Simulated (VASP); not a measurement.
# V (P1) in VASP: single point with PBE

Aim: the single point of V with PBE.

All numbers are computed with VASP 6.6.1; they aren't measurements. Logs are shortened: lines on timing, memory, paths and dates and some standing lists are left out, and cuts for length are marked.

## 1. The cell of the first run

The typed cell holds 8 atoms: a = 6.084 Å, b = 6.084 Å, c = 3.042 Å, α = 90.00°, β = 90.00°, γ = 90.00°.

## 2. Single point, PBE, collinear spin, zero start

Input file INCAR:

```
SYSTEM = V
  PREC = Accurate
  ENCUT = 500
  EDIFF = 1E-6
  ISMEAR = -1
  SIGMA = 0.1
  LREAL = .False.
  LASPH = .True.
  NELM = 200
  ALGO = Normal
  ISIF = 2
  LWAVE = .False.
  LCHARG = .False.
  ISPIN = 2
  MAGMOM = 0 0 0 0 0 0 0 0
  LORBIT = 11
  LMAXMIX = 4
  GGA = PE
  ISYM = 0
  NBANDS = 66
  GGA_COMPAT = .False.
```

Input file KPOINTS:

```
regular mesh
0
Gamma
  2 2 2
  0 0 0
```

Input file POSCAR:

```
V
1.0
    6.0839782530      0.0000000000      0.0000000000
    0.0000000000      6.0839782530      0.0000000000
    0.0000000000      0.0000000000      3.0419891270
V
8
Direct
    0.0007395280      0.0046537650      0.0039616540
   -0.0018481690      0.4957555010     -0.0111742230
    0.4944441240      0.0044930280     -0.0110670720
    0.5049046780      0.4942318610      0.0054899150
    0.2499371140      0.2449075360      0.4953949250
    0.2551940880      0.7443551620      0.4979183180
    0.7489444740      0.2457012180      0.4925645180
    0.7480396210      0.7531814180      0.4886730060
```

Potentials or basis: VASP PAW PBE potentials, release 64 (V_sv).

The run is started by

```sh
$ cat potpaw_PBE.64/V_sv/POTCAR > POTCAR
$ mpirun -np 1 vasp_std > vasp.out
```

OUTCAR:

```text
SYSTEM = V
   PREC = Accurate
   ENCUT = 500
   EDIFF = 1E-6
   ISMEAR = -1
   LREAL = .False.
   LASPH = .True.
   NELM = 200
   ISIF = 2
   ISPIN = 2
   LORBIT = 11
   GGA = PE
   ISYM = 0

 ion  position               nearest neighbor table
   1  0.001  0.005  0.004-   5 2.58   7 2.59   5 2.61   8 2.62   7 2.63   8 2.68   6 2.68   6 2.70

   2  0.998  0.496  0.989-   7 2.63   5 2.63   7 2.64   6 2.64   5 2.66   8 2.66   8 2.66   6 2.67

   3  0.494  0.004  0.989-   5 2.57   5 2.59   7 2.61   6 2.62   7 2.63   6 2.65   8 2.65   8 2.65

   4  0.505  0.494  0.005-   7 2.59   8 2.61   6 2.62   7 2.63   5 2.63   6 2.65   5 2.67   8 2.67

   5  0.250  0.245  0.495-   3 2.57   1 2.58   3 2.59   1 2.61   4 2.63   2 2.63   2 2.66   4 2.67

   6  0.255  0.744  0.498-   3 2.62   4 2.62   2 2.64   4 2.65   3 2.65   2 2.67   1 2.68   1 2.70

   7  0.749  0.246  0.493-   4 2.59   1 2.59   3 2.61   2 2.63   3 2.63   1 2.63   4 2.63   2 2.64

   8  0.748  0.753  0.489-   4 2.61   1 2.62   3 2.65   3 2.65   2 2.66   2 2.66   4 2.67   1 2.68

IMPORTANT INFORMATION: All symmetrisations will be switched off!
NOSYMM: (Re-)initialisation of all symmetry stuff for point group C_1.

----------------------------------------------------------------------------------------

                                     Primitive cell

  volume of cell :     112.5986

  direct lattice vectors                    reciprocal lattice vectors
     6.083978253  0.000000000  0.000000000     0.164366137  0.000000000  0.000000000
     0.000000000  6.083978253  0.000000000     0.000000000  0.164366137  0.000000000
     0.000000000  0.000000000  3.041989127     0.000000000  0.000000000  0.328732273

  length of vectors
     6.083978253  6.083978253  3.041989127     0.164366137  0.164366137  0.328732273

  position of ions in fractional coordinates (direct lattice)
     0.000739528  0.004653765  0.003961654
     0.998151831  0.495755501  0.988825777
     0.494444124  0.004493028  0.988932928
     0.504904678  0.494231861  0.005489915
     0.249937114  0.244907536  0.495394925
     0.255194088  0.744355162  0.497918318
     0.748944474  0.245701218  0.492564518
     0.748039621  0.753181418  0.488673006

  ion indices of the primitive-cell ions
   primitive index   ion index
                 1           1
                 2           2
                 3           3
                 4           4
                 5           5
                 6           6
                 7           7
                 8           8

----------------------------------------------------------------------------------------

 KPOINTS: regular mesh

Automatic generation of k-mesh.
 Grid dimensions read from file:
 generate k-points for:    2    2    2

 Generating k-lattice:

  Cartesian coordinates                     Fractional coordinates (reciprocal lattice)
     0.082183068  0.000000000  0.000000000     0.500000000  0.000000000  0.000000000
     0.000000000  0.082183068  0.000000000     0.000000000  0.500000000  0.000000000
     0.000000000  0.000000000  0.164366136     0.000000000  0.000000000  0.500000000

  Length of vectors
     0.082183068  0.082183068  0.164366136

  Shift w.r.t. Gamma in fractional coordinates (k-lattice)
     0.000000000  0.000000000  0.000000000

 Subroutine IBZKPT returns following result:
 ===========================================

 Found      8 irreducible k-points:

 Following reciprocal coordinates:
            Coordinates               Weight
  0.000000  0.000000  0.000000      1.000000
  0.500000  0.000000  0.000000      1.000000
  0.000000  0.500000  0.000000      1.000000
  0.500000  0.500000  0.000000      1.000000
  0.000000  0.000000  0.500000      1.000000
  0.500000  0.000000  0.500000      1.000000
  0.000000  0.500000  0.500000      1.000000
  0.500000  0.500000  0.500000      1.000000
   k-points           NKPTS =      8   k-points in BZ     NKDIM =      8   number of bands    NBANDS=     66
   number of dos      NEDOS =    301   number of ions     NIONS =      8
   total plane-waves  NPLWV =  55296
   dimension x,y,z NGX =    48 NGY =   48 NGZ =   24
   dimension x,y,z NGXF=    96 NGYF=   96 NGZF=   48
   ions per type =               8
   NGX,Y,Z   is equivalent  to a cutoff of  13.12, 13.12, 13.12 a.u.
   NGXF,Y,Z  is equivalent  to a cutoff of  26.23, 26.23, 26.23 a.u.
 SYSTEM =  V
   PREC   = accura    normal or accurate (medium, high low for compatibility)
   ISTART =      0    job   : 0-new  1-cont  2-samecut
   ICHARG =      2    charge: 1-file 2-atom 10-const
   ISPIN  =      2    spin polarized calculation?
   LNONCOLLINEAR =      F non collinear calculations
   LSORBIT =      F    spin-orbit coupling
   LASPH  =      T    aspherical Exc in radial PAW
   ENCUT  =  500.0 eV  36.75 Ry    6.06 a.u.  11.09 11.09  5.55*2*pi/ulx,y,z
   NELM   =    200;   NELMIN=  2; NELMDL= -5     # of ELM steps
   EDIFF  = 0.1E-05   stopping-criterion for ELM
   LREAL  =      F    real-space projection
   EDIFFG = 0.1E-04   stopping-criterion for IOM
   NSW    =      0    number of steps for IOM
   IBRION =     -1    ionic relax: 0-MD 1-quasi-New 2-CG
   NFREE  =      0    steps in history (QN), initial steepest desc. (CG)
   ISIF   =      2    stress and relaxation
   ISYM   =      0    0-nonsym 1-usesym 2-fastsym
   POTIM  = 0.5000    time-step for ionic-motion
   TEBEG  =    0.0;   TEEND  =   0.0 temperature during run
   PSTRESS=    0.0 pullay stress
   NELECT =     104.0000    total number of electrons
   NUPDOWN=      -1.0000    fix difference up-down
   EMIN   =  10.00;   EMAX   =-10.00  energy-range for DOS
   EFERMI =   0.00;   METHOD = LEGACY
   ISMEAR =    -1;   SIGMA  =   0.10  broadening in eV -4-tet -1-fermi 0-gaus
   EFERMI_NEDOS =   21; number of points for ismear=-14 and -15
   IALGO  =     38    algorithm
   IMIX   =      4    mixing-type and parameters
     AMIX     =   0.40;   BMIX     =  1.00
     AMIX_MAG =   1.60;   BMIX_MAG =  1.00
  volume/ion in A,a.u.               =      14.07        94.98
  Fermi-wavevector in a.u.,A,eV,Ry     =   1.594318  3.012824 34.583968  2.541850
  Thomas-Fermi vector in A             =   2.692411
   LORBIT       =     11    0 simple, 1 ext, 2 COOP (PROOUT), +10 PAW based schemes
   GGA     = PE    functional components
   LHFCALC =     F    Hartree Fock is set to
   AEXX    =    0.0000 exact exchange contribution
   IVDW    =     0    specifies the selected vdW correction
   LEPSILON=     F    determine dielectric tensor
   LRPA    =     F    only Hartree local field effects (RPA)
 spin polarized calculation
  energy-cutoff  :      500.00
  volume of cell :      112.60
 maximum number of plane-waves:      2888
 NGX is ok and might be reduce to    48
   NGX = 23   NGY = 23   NGZ = 11

 number of electron     104.0000032 magnetization      -0.0000158

 number of electron     104.0000032 magnetization       0.0000002

 Free energy of the ion-electron system (eV)
  ---------------------------------------------------
  ext. energy  EPLUGINS =         0.00000000
  ---------------------------------------------------
  free energy    TOTEN  =       -71.61297448 eV

  energy without entropy =      -71.32137904  energy(sigma->0) =      -71.46717676

 E-fermi :   9.3407     XC(G=0): -12.6713

 val. band max:        9.2316246077   @ k =   0.5000   0.0000   0.5000
 cond. band min:       9.4745645385   @ k =   0.0000   0.5000   0.0000
 fundamental gap:      0.2429399308
 Fermi energy:         9.3407235485

 spin component 1

 k-point     1 :       0.0000    0.0000    0.0000
  band No.  band energies     occupation
      1     -54.6459      1.00000
      2     -54.5150      1.00000
      3     -54.5032      1.00000
      4     -54.4995      1.00000
      5     -54.4872      1.00000
      6     -54.4685      1.00000
[... 56 lines left out ...]
     63      11.0216      0.00000
     64      11.0545      0.00000

 k-point     2 :       0.5000    0.0000    0.0000
  band No.  band energies     occupation
      1     -54.6019      1.00000
      2     -54.5978      1.00000
      3     -54.4981      1.00000
      4     -54.4914      1.00000
      5     -54.4870      1.00000
      6     -54.4728      1.00000
[... 56 lines left out ...]
     63      11.3461      0.00000
     64      11.3684      0.00000

 k-point     3 :       0.0000    0.5000    0.0000
  band No.  band energies     occupation
      1     -54.6060      1.00000
      2     -54.5918      1.00000
      3     -54.5140      1.00000
      4     -54.4965      1.00000
      5     -54.4740      1.00000
      6     -54.4557      1.00000
[... 324 lines left out ...]
     63      11.6487      0.00000
     64      11.6810      0.00000

 k-point     8 :       0.5000    0.5000    0.5000
  band No.  band energies     occupation
      1     -54.5096      1.00000
      2     -54.5071      1.00000
      3     -54.5005      1.00000
      4     -54.4780      1.00000
      5     -54.4766      1.00000
      6     -54.4560      1.00000
[... 56 lines left out ...]
     63      11.3601      0.00000
     64      11.4083      0.00000
 Fermi energy:         9.3407235485

 spin component 2

 k-point     1 :       0.0000    0.0000    0.0000
  band No.  band energies     occupation
      1     -54.6459      1.00000
      2     -54.5150      1.00000
      3     -54.5033      1.00000
      4     -54.4995      1.00000
      5     -54.4872      1.00000
      6     -54.4685      1.00000
[... 56 lines left out ...]
     63      11.0216      0.00000
     64      11.0545      0.00000

 k-point     2 :       0.5000    0.0000    0.0000
  band No.  band energies     occupation
      1     -54.6019      1.00000
      2     -54.5978      1.00000
      3     -54.4981      1.00000
      4     -54.4914      1.00000
      5     -54.4870      1.00000
      6     -54.4728      1.00000
[... 56 lines left out ...]
     63      11.3461      0.00000
     64      11.3684      0.00000

 k-point     3 :       0.0000    0.5000    0.0000
  band No.  band energies     occupation
      1     -54.6060      1.00000
      2     -54.5918      1.00000
      3     -54.5140      1.00000
      4     -54.4965      1.00000
      5     -54.4740      1.00000
      6     -54.4558      1.00000
[... 324 lines left out ...]
     63      11.6487      0.00000
     64      11.6810      0.00000

 k-point     8 :       0.5000    0.5000    0.5000
  band No.  band energies     occupation
      1     -54.5096      1.00000
      2     -54.5071      1.00000
      3     -54.5006      1.00000
      4     -54.4780      1.00000
      5     -54.4766      1.00000
      6     -54.4560      1.00000
[... 56 lines left out ...]
     63      11.3601      0.00000
     64      11.4083      0.00000
 [bands above 64 left out]

------------------------ aborting loop because EDIFF is reached ----------------------------------------

  FORCE on cell =-STRESS in cart. coord.  units (eV):
  Direction    XX          YY          ZZ          XY          YZ          ZX
  --------------------------------------------------------------------------------------
  -------------------------------------------------------------------------------------
  Total       -4.4461036     -4.4752630     -6.1017363      0.0243525      0.0276443     -0.0498045
  in kB      -63.2640795    -63.6789925    -86.8222530      0.3465142      0.3933532     -0.7086739
  external PRESSURE =     -71.2551084 kB  Pullay stress =       0.0000000 kB

 VOLUME and BASIS-vectors are now :
 -----------------------------------------------------------------------------
  energy-cutoff  :      500.00
  volume of cell :      112.60
      direct lattice vectors                 reciprocal lattice vectors
     6.083978253  0.000000000  0.000000000     0.164366137  0.000000000  0.000000000
     0.000000000  6.083978253  0.000000000     0.000000000  0.164366137  0.000000000
     0.000000000  0.000000000  3.041989127     0.000000000  0.000000000  0.328732273

 POSITION                                       TOTAL-FORCE (eV/Angst)
 -----------------------------------------------------------------------------------
      0.00450      0.02831      0.01205        -0.038213     -0.428163     -0.279623
      6.07273      3.01617      3.00800         0.106856      0.252889      0.183895
      3.00819      0.02734      3.00832         0.191074     -0.446042      0.190557
      3.07183      3.00690      0.01670        -0.158711      0.310935     -0.314382
      1.52061      1.49001      1.50699        -0.097406      0.181908      0.022850
      1.55260      4.52864      1.51466        -0.260370      0.077470     -0.059212
      4.55656      1.49484      1.49838         0.098360      0.250227      0.080372
      4.55106      4.58234      1.48654         0.158409     -0.199225      0.175543
 -----------------------------------------------------------------------------------
    total drift:                               -0.000896      0.000391      0.000138

  FREE ENERGIE OF THE ION-ELECTRON SYSTEM (eV)
  ---------------------------------------------------
  free  energy   TOTEN  =       -71.6129744808 eV

  energy  without entropy=      -71.3213790389  energy(sigma->0) =      -71.46717676

 total charge

# of ion       s       p       d       tot
------------------------------------------
    1        2.325   6.215   3.034  11.573
    2        2.321   6.211   3.020  11.553
    3        2.328   6.218   3.047  11.593
    4        2.325   6.215   3.035  11.575
    5        2.328   6.219   3.051  11.599
    6        2.320   6.210   3.017  11.547
    7        2.328   6.219   3.051  11.598
    8        2.321   6.210   3.017  11.548
--------------------------------------------------
tot         18.596  49.718  24.271  92.585

 magnetization (x)

# of ion       s       p       d       tot
------------------------------------------
    1        0.000   0.000   0.000   0.000
    2       -0.000  -0.000  -0.000  -0.000
    3       -0.000  -0.000  -0.000  -0.000
    4        0.000   0.000   0.000   0.000
    5        0.000   0.000  -0.000  -0.000
    6        0.000   0.000   0.000   0.000
    7        0.000  -0.000  -0.000  -0.000
    8        0.000   0.000   0.000   0.000
--------------------------------------------------
tot          0.000   0.000  -0.000   0.000
```

It took 3 min on 1 thread of Intel Xeon Platinum 8488C (Sapphire Rapids), shared host; peak memory 0.28 GiB.

Results:

```
Free energy                                           : -71.6130 eV
Pressure                                              : -7.1 GPa
Largest force                                         : 0.521 eV/Å
Band gap on the k mesh                                : zero (filled and empty bands overlap)
Net moment                                            : 0.00 μB per cell
Valence electrons inside the program's atomic spheres : V 11.57, 11.55, 11.59, 11.60
```

Forces in eV/Å, atoms in the order of the input:
```
V   -0.038 -0.428 -0.280
V    0.107  0.253  0.184
V    0.191 -0.446  0.191
V   -0.159  0.311 -0.314
V   -0.097  0.182  0.023
V   -0.260  0.077 -0.059
V    0.098  0.250  0.080
V    0.158 -0.199  0.176
```

Levels at points of the mesh, in eV from the Fermi level:
Spin up:
```tsv
k point	band 48	band 49	band 50	band 51	band 52	band 53	band 54	band 55
(0.00, 0.00, 0.00)	0.17	0.19	0.25	0.54	0.54	0.59	0.60	0.63
(0.50, 0.00, 0.00)	-0.51	-0.48	-0.43	0.15	0.18	0.21	0.23	0.58
(0.00, 0.50, 0.00)	-0.52	-0.46	-0.42	0.13	0.19	0.19	0.24	0.53
(0.50, 0.50, 0.00)	-0.52	-0.25	-0.20	-0.17	-0.15	0.48	0.51	0.52
(0.00, 0.00, 0.50)	-1.21	-0.67	-0.60	0.58	0.58	0.59	0.59	1.31
(0.50, 0.00, 0.50)	-0.58	-0.54	-0.49	-0.47	-0.45	-0.14	-0.13	-0.12
(0.00, 0.50, 0.50)	-0.55	-0.54	-0.50	-0.48	-0.43	-0.15	-0.13	-0.13
(0.50, 0.50, 0.50)	-1.13	-0.74	-0.71	-0.70	-0.66	-0.62	-0.58	-0.56
```
Spin down:
```tsv
k point	band 47	band 48	band 49	band 50	band 51	band 52	band 53	band 54	band 55	band 56
(0.00, 0.00, 0.00)	-0.65	0.17	0.19	0.25	0.54	0.54	0.59	0.60	0.63	0.65
(0.50, 0.00, 0.00)	-0.56	-0.51	-0.48	-0.43	0.15	0.18	0.21	0.23	0.58	0.63
(0.00, 0.50, 0.00)	-0.53	-0.52	-0.46	-0.42	0.13	0.19	0.19	0.24	0.53	0.67
(0.50, 0.50, 0.00)	-0.57	-0.52	-0.25	-0.20	-0.17	-0.15	0.48	0.51	0.52	0.55
(0.00, 0.00, 0.50)	-1.21	-1.21	-0.67	-0.60	0.58	0.58	0.59	0.59	1.31	1.31
(0.50, 0.00, 0.50)	-0.59	-0.58	-0.54	-0.49	-0.47	-0.45	-0.14	-0.13	-0.12	-0.11
(0.00, 0.50, 0.50)	-0.56	-0.55	-0.54	-0.50	-0.48	-0.43	-0.15	-0.13	-0.13	-0.11
(0.50, 0.50, 0.50)	-1.17	-1.13	-0.74	-0.71	-0.70	-0.66	-0.62	-0.58	-0.56	-0.55
```

Caveat: the k points lie up to 1.03 Å⁻¹ apart.
